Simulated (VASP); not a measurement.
Here is a VASP 6.6.1 calculation.

The input INCAR:

```
PREC = Accurate ; ENCUT = 600
EDIFF = 1E-6 ; ISMEAR = -1
SIGMA = 0.05 ; LREAL = F
LASPH = T ; NELM = 80
ALGO = Normal ; ISIF = 3
LWAVE = F ; LCHARG = F
GGA = PE ; IVDW = 13
IBRION = 2 ; NSW = 60
EDIFFG = -0.01
```

The input KPOINTS:

```
Automatic mesh
0
Gamma
  10 10 6
```

Contents of POSCAR:

```
Ta2N
1.0
    3.1128615060      0.0000000000      0.0000000000
   -1.5564307530      2.6958171426      0.0000000000
    0.0000000000      0.0000000000      4.8698410000
Ta N
2 1
Direct
    0.3333333333      0.6666666667      0.2547110000
    0.6666666667      0.3333333333      0.7452890000
    0.0000000000      0.0000000000      0.0000000000
```

Potentials or basis: VASP PAW PBE potentials, release 64 (Ta_pv, N).

Command:

```console
$ cat potpaw_PBE.64/Ta_pv/POTCAR potpaw_PBE.64/N/POTCAR > POTCAR
$ mpirun -np 1 vasp_std > vasp.out
```

Problem. Estimate the dispersion energy per atom.

Solution. -0.302 eV.

Problem. Predict the relaxed volume.

Solution. 13.40 Å³/atom.

Problem. What does it give for the band gap on the k mesh?

Solution. Zero (an odd number of electrons rules out a gap without spin polarisation).

Final structure:
```
Ta N
1.0
     3.08545    0.00000    0.00000
    -1.54273    2.67208    0.00000
     0.00000    0.00000    4.87417
Ta N
2 1
Direct
  0.33333 0.66667 0.25621
  0.66667 0.33333 0.74379
  0.00000 0.00000 0.00000
```

Caveat: spin-orbit coupling is left out, which moves the levels of the heavy elements.
